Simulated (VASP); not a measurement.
# Be4ZnSe (Immm) in VASP: single point with PBE

Aim: the single point of Be4ZnSe with PBE.

All numbers are computed with VASP 6.6.1; they aren't measurements. Logs are shortened: lines on timing, memory, paths and dates and some standing lists are left out, and cuts for length are marked.

## Step 1: The cell of the first run

Symmetry: Immm, No. 71, orthorhombic system. The conventional cell has a = 4.270 Å, b = 6.081 Å, c = 6.618 Å, α = 90.00°, β = 90.00°, γ = 90.00°. Be (site symmetry mm2) has 3 Be at 2.07 to 2.26 Å and 1 Zn at 2.28 Å and 2 Se at 2.37 Å within 2.7 Å. Be (site symmetry m2m) has 3 Be at 2.06 to 2.26 Å and 2 Zn at 2.37 Å within 2.7 Å. Within 3.1 Å of Zn (site symmetry mmm) lie 6 Be at 2.28 to 2.37 Å and 2 Se at 3.04 Å. Se (site symmetry mmm) has 8 Be at 2.37 to 2.93 Å and 2 Zn at 3.04 Å within 3.1 Å.

The cell was generated, and may not be a known phase.

## Step 2: Single point, PBE

Contents of INCAR:

```
  PREC = Accurate
  ENCUT = 600
  EDIFF = 1E-6
  ISMEAR = 0
  SIGMA = 0.2
  LREAL = F
  LASPH = T
  NELM = 120
  ALGO = Normal
  ISIF = 2
  LWAVE = F
  LCHARG = F
  GGA = PE
  NBANDS = 22
  GGA_COMPAT = F
```

Contents of KPOINTS:

```
regular mesh
0
Gamma
  5 5 5
```

Contents of POSCAR:

```
Be4ZnSe
1.0
   -2.1349488836      3.0403878933      3.3089625656
    2.1349488836     -3.0403878933      3.3089625656
    2.1349488836      3.0403878933     -3.3089625656
Be Zn Se
4 1 1
Direct
    0.1562137076      0.6562137076      0.5000000000
    0.8437862924      0.3437862924      0.5000000000
    0.6695289367      0.5000000000      0.1695289367
    0.3304710633      0.5000000000      0.8304710633
    0.5000000000      0.0000000000      0.5000000000
    0.0000000000      0.0000000000      0.0000000000
```

Potentials or basis: VASP PAW PBE potentials, release 64 (Be, Zn, Se).

Launch:

```bash
cat potpaw_PBE.64/Be/POTCAR potpaw_PBE.64/Zn/POTCAR potpaw_PBE.64/Se/POTCAR > POTCAR
mpirun -np 1 vasp_std > vasp.out
```

OUTCAR:

```text
PREC = Accurate
   ENCUT = 600
   EDIFF = 1E-6
   ISMEAR = 0
   LREAL = F
   LASPH = T
   NELM = 120
   ISIF = 2
   GGA = PE

 ion  position               nearest neighbor table
   1  0.156  0.656  0.500-   2 2.07   3 2.26   4 2.26   5 2.28   6 2.37   6 2.37
   2  0.844  0.344  0.500-   1 2.07   3 2.26   4 2.26   5 2.28   6 2.37   6 2.37
   3  0.670  0.500  0.170-   4 2.06   2 2.26   1 2.26   5 2.37   5 2.37
   4  0.330  0.500  0.830-   3 2.06   2 2.26   1 2.26   5 2.37   5 2.37
   5  0.500  0.000  0.500-   1 2.28   2 2.28   3 2.37   4 2.37   3 2.37   4 2.37
   6  0.000  0.000  0.000-   1 2.37   2 2.37   1 2.37   2 2.37

  LATTYP: Found a body centered orthorhombic cell.
 ALAT       =     4.2698977672
 B/A-ratio  =     1.4241033669
 C/A-ratio  =     1.5499024782

  Lattice vectors:

 A1 = (  -2.1349488836,   3.0403878933,   3.3089625656)
 A2 = (   2.1349488836,  -3.0403878933,   3.3089625656)
 A3 = (   2.1349488836,   3.0403878933,  -3.3089625656)

Analysis of symmetry for initial positions (statically):
=====================================================================
 Subroutine PRICEL returns:
 Original cell was already a primitive cell.

 Routine SETGRP: Setting up the symmetry group for a
 body centered orthorhombic supercell.

 Subroutine GETGRP returns: Found  8 space group operations
 (whereof  8 operations were pure point group operations)
 out of a pool of  8 trial point group operations.

The static configuration has the point symmetry D_2h.

Analysis of symmetry for dynamics (positions and initial velocities):
=====================================================================
 Subroutine PRICEL returns:
 Original cell was already a primitive cell.

 Routine SETGRP: Setting up the symmetry group for a
 body centered orthorhombic supercell.

 Subroutine GETGRP returns: Found  8 space group operations
 (whereof  8 operations were pure point group operations)
 out of a pool of  8 trial point group operations.

The dynamic configuration has the point symmetry D_2h.

 Subroutine INISYM returns: Found  8 space group operations
 (whereof  8 operations are pure point group operations),
 and found     1 'primitive' translations

----------------------------------------------------------------------------------------

                                     Primitive cell

  volume of cell :      85.9149

  direct lattice vectors                    reciprocal lattice vectors
    -2.134948884  3.040387893  3.308962566     0.000000000  0.164452701  0.151104762
     2.134948884 -3.040387893  3.308962566     0.234197645  0.000000000  0.151104762
     2.134948884  3.040387893 -3.308962566     0.234197645  0.164452701  0.000000000

  length of vectors
     4.975057642  4.975057642  4.975057642     0.223332353  0.278713447  0.286169928

  position of ions in fractional coordinates (direct lattice)
     0.156213708  0.656213708  0.500000000
     0.843786292  0.343786292  0.500000000
     0.669528937  0.500000000  0.169528937
     0.330471063  0.500000000  0.830471063
     0.500000000  0.000000000  0.500000000
     0.000000000  0.000000000  0.000000000

  ion indices of the primitive-cell ions
   primitive index   ion index
                 1           1
                 2           2
                 3           3
                 4           4
                 5           5
                 6           6

----------------------------------------------------------------------------------------

 KPOINTS: regular mesh

Automatic generation of k-mesh.
 Grid dimensions read from file:
 generate k-points for:    5    5    5

 Generating k-lattice:

  Cartesian coordinates                     Fractional coordinates (reciprocal lattice)
     0.000000000  0.032890540  0.030220952     0.200000000  0.000000000 -0.000000000
     0.046839529  0.000000000  0.030220952     0.000000000  0.200000000 -0.000000000
     0.046839529  0.032890540  0.000000000     0.000000000  0.000000000  0.200000000

  Length of vectors
     0.044666471  0.055742689  0.057233986

  Shift w.r.t. Gamma in fractional coordinates (k-lattice)
     0.000000000  0.000000000  0.000000000

 Subroutine IBZKPT returns following result:
 ===========================================

 Found     27 irreducible k-points:

 Following reciprocal coordinates:
            Coordinates               Weight
  0.000000  0.000000  0.000000      1.000000
  0.200000  0.000000 -0.000000      4.000000
  0.400000  0.000000  0.000000      4.000000
  0.000000  0.200000 -0.000000      4.000000
  0.200000  0.200000 -0.000000      8.000000
  0.400000  0.200000 -0.000000      8.000000
[... 16 lines left out ...]
 -0.400000 -0.200000  0.200000      4.000000
 -0.200000 -0.200000  0.200000      2.000000
 [... further k-points ...]
   k-points           NKPTS =     27   k-points in BZ     NKDIM =     27   number of bands    NBANDS=     22
   number of dos      NEDOS =    301   number of ions     NIONS =      6
   total plane-waves  NPLWV =  64000
   dimension x,y,z NGX =    40 NGY =   40 NGZ =   40
   dimension x,y,z NGXF=    80 NGYF=   80 NGZF=   80
   ions per type =               4   1   1
   NGX,Y,Z   is equivalent  to a cutoff of  13.37, 13.37, 13.37 a.u.
   NGXF,Y,Z  is equivalent  to a cutoff of  26.73, 26.73, 26.73 a.u.
 SYSTEM =  unknown system
   PREC   = accura    normal or accurate (medium, high low for compatibility)
   ISTART =      0    job   : 0-new  1-cont  2-samecut
   ICHARG =      2    charge: 1-file 2-atom 10-const
   ISPIN  =      1    spin polarized calculation?
   LNONCOLLINEAR =      F non collinear calculations
   LSORBIT =      F    spin-orbit coupling
   LASPH  =      T    aspherical Exc in radial PAW
   ENCUT  =  600.0 eV  44.10 Ry    6.64 a.u.   9.94  9.94  9.94*2*pi/ulx,y,z
   NELM   =    120;   NELMIN=  2; NELMDL= -5     # of ELM steps
   EDIFF  = 0.1E-05   stopping-criterion for ELM
   LREAL  =      F    real-space projection
[... 7 lines left out ...]
   TEBEG  =    0.0;   TEEND  =   0.0 temperature during run
   PSTRESS=    0.0 pullay stress
   NELECT =      26.0000    total number of electrons
   NUPDOWN=      -1.0000    fix difference up-down
   EMIN   =  10.00;   EMAX   =-10.00  energy-range for DOS
   EFERMI =   0.00;   METHOD = LEGACY
   ISMEAR =     0;   SIGMA  =   0.20  broadening in eV -4-tet -1-fermi 0-gaus
   EFERMI_NEDOS =   21; number of points for ismear=-14 and -15
   IALGO  =     38    algorithm
   IMIX   =      4    mixing-type and parameters
     AMIX     =   0.40;   BMIX     =  1.00
     AMIX_MAG =   1.60;   BMIX_MAG =  1.00
  volume/ion in A,a.u.               =      14.32        96.63
  Fermi-wavevector in a.u.,A,eV,Ry     =   1.099115  2.077026 16.436572  1.208054
  Thomas-Fermi vector in A             =   2.235504
   LORBIT       =      0    0 simple, 1 ext, 2 COOP (PROOUT), +10 PAW based schemes
   GGA     = PE    functional components
   LHFCALC =     F    Hartree Fock is set to
   AEXX    =    0.0000 exact exchange contribution
   IVDW    =     0    specifies the selected vdW correction
   LEPSILON=     F    determine dielectric tensor
   LRPA    =     F    only Hartree local field effects (RPA)
 non-spin polarized calculation
 Gauss-broadening in eV      SIGMA  =   0.20
  energy-cutoff  :      600.00
  volume of cell :       85.91
 maximum number of plane-waves:      2884
   NGX = 19   NGY = 19   NGZ = 19

 number of electron      26.0000000 magnetization

 Free energy of the ion-electron system (eV)
  ---------------------------------------------------
  ext. energy  EPLUGINS =         0.00000000
  ---------------------------------------------------
  free energy    TOTEN  =       -15.75207946 eV

  energy without entropy =      -15.72533162  energy(sigma->0) =      -15.73870554

 E-fermi :   3.6166     XC(G=0):  -9.7337

 val. band max:        3.6088216894   @ k =  -0.4000  -0.4000   0.2000
 cond. band min:       3.6258537551   @ k =   0.2000  -0.2000   0.2000
 fundamental gap:      0.0170320657
 Fermi energy:         3.6165821602

 k-point     1 :       0.0000    0.0000    0.0000
  band No.  band energies     occupation
      1     -10.4455      2.00000
      2      -3.9386      2.00000
      3      -3.7526      2.00000
      4      -3.6936      2.00000
      5      -3.6216      2.00000
      6      -3.5725      2.00000
[... 14 lines left out ...]
     21       8.4193      0.00000
     22      10.1788      0.00000

 k-point     2 :       0.2000    0.0000   -0.0000
  band No.  band energies     occupation
      1     -10.3916      2.00000
      2      -3.9672      2.00000
      3      -3.7629      2.00000
      4      -3.6999      2.00000
      5      -3.6249      2.00000
      6      -3.5725      2.00000
[... 14 lines left out ...]
     21       9.6562      0.00000
     22      11.6956      0.00000

 k-point     3 :       0.4000    0.0000    0.0000
  band No.  band energies     occupation
      1     -10.2992      2.00000
      2      -4.1013      2.00000
      3      -3.7888      2.00000
      4      -3.7133      2.00000
      5      -3.6824      2.00000
      6      -3.5694      2.00000
[... 14 lines left out ...]
     21      10.9764      0.00000
     22      11.4994      0.00000

 k-point     4 :       0.0000    0.2000   -0.0000
  band No.  band energies     occupation
      1     -10.3088      2.00000
      2      -3.8586      2.00000
      3      -3.7784      2.00000
      4      -3.6978      2.00000
      5      -3.6095      2.00000
      6      -3.5971      2.00000
[... 14 lines left out ...]
     21      10.1130      0.00000
     22      10.5347      0.00000

 k-point     5 :       0.2000    0.2000   -0.0000
  band No.  band energies     occupation
      1     -10.2356      2.00000
      2      -3.8889      2.00000
      3      -3.7806      2.00000
      4      -3.7189      2.00000
      5      -3.6169      2.00000
      6      -3.5882      2.00000
[... 417 lines left out ...]
 k-point    22 :       0.4000   -0.2000    0.2000
  band No.  band energies     occupation
      1     -10.2579      2.00000
      2      -4.0354      2.00000
      3      -3.7425      2.00000
      4      -3.7084      2.00000
      5      -3.6543      2.00000
      6      -3.5631      2.00000
[... 14 lines left out ...]
     21      11.0767      0.00000
     22      11.1684      0.00000

 k-point    23 :      -0.4000   -0.2000    0.2000
  band No.  band energies     occupation
      1     -10.2707      2.00000
      2      -4.0182      2.00000
      3      -3.7779      2.00000
      4      -3.6944      2.00000
      5      -3.6204      2.00000
      6      -3.5698      2.00000
[... 14 lines left out ...]
     21      10.7482      0.00000
     22      11.5226      0.00000

 k-point    24 :      -0.2000   -0.2000    0.2000
  band No.  band energies     occupation
      1     -10.3541      2.00000
      2      -3.9796      2.00000
      3      -3.7835      2.00000
      4      -3.6879      2.00000
      5      -3.6138      2.00000
      6      -3.5772      2.00000
[... 14 lines left out ...]
     21      10.2237      0.00000
     22      11.1484      0.00000

 [... further k-points ...]
[... 5 lines left out ...]
  --------------------------------------------------------------------------------------
  -------------------------------------------------------------------------------------
  Total        0.1986679      0.0265308      0.0626639     -0.0000000      0.0000000      0.0000000
  in kB        3.7048446      0.4947585      1.1685840     -0.0000000      0.0000000      0.0000000
  external PRESSURE =       1.7893957 kB  Pullay stress =       0.0000000 kB

 VOLUME and BASIS-vectors are now :
 -----------------------------------------------------------------------------
  energy-cutoff  :      600.00
  volume of cell :       85.91
      direct lattice vectors                 reciprocal lattice vectors
    -2.134948884  3.040387893  3.308962566     0.000000000  0.164452701  0.151104762
     2.134948884 -3.040387893  3.308962566     0.234197645  0.000000000  0.151104762
     2.134948884  3.040387893 -3.308962566     0.234197645  0.164452701  0.000000000

 POSITION                                       TOTAL-FORCE (eV/Angst)
 -----------------------------------------------------------------------------------
      2.13495      0.00000      1.03381        -0.000000      0.000000      0.012461
      0.00000      3.04039      2.27515        -0.000000      0.000000     -0.012461
      0.00000      1.03087      3.30896        -0.000000      0.017584      0.000000
      2.13495      2.00952      0.00000         0.000000     -0.017584      0.000000
      0.00000      3.04039      0.00000         0.000000      0.000000      0.000000
      0.00000      0.00000      0.00000         0.000000      0.000000      0.000000
 -----------------------------------------------------------------------------------
    total drift:                               -0.000000     -0.000000      0.000000

  FREE ENERGIE OF THE ION-ELECTRON SYSTEM (eV)
  ---------------------------------------------------
  free  energy   TOTEN  =       -15.7520794606 eV

  energy  without entropy=      -15.7253316248  energy(sigma->0) =      -15.73870554
```

Run time: 24 s. Hardware: 1 thread of Intel Xeon 6975P-C (Granite Rapids), shared host; peak memory 0.27 GiB.

Results:

| Quantity | Value |
| --- | --- |
| Free energy | -15.7521 eV |
| Pressure | 0.2 GPa |
| Largest force | 0.018 eV/Å |
| Band gap on the k mesh | zero (bands 13 and 14 overlap by 1.09 eV) |

Forces in eV/Å, atoms in the order of the input:
```
Be   0.000  0.000  0.012
Be   0.000  0.000 -0.012
Be   0.000  0.018  0.000
Be   0.000 -0.018  0.000
Zn   0.000  0.000  0.000
Se   0.000  0.000  0.000
```

Stress tensor (GPa, compression positive):
```
0.37 0.00 0.00
0.00 0.05 0.00
0.00 0.00 0.12
```

Levels at points of the mesh, in eV from the Fermi level:
| k point | band 9 | band 10 | band 11 | band 12 | band 13 | band 14 | band 15 | band 16 | band 17 | band 18 |
| --- | --- | --- | --- | --- | --- | --- | --- | --- | --- | --- |
| (0.00, 0.00, 0.00) | -4.39 | -3.48 | -2.55 | -0.45 | 0.19 | 0.46 | 0.71 | 2.16 | 2.39 | 2.45 |
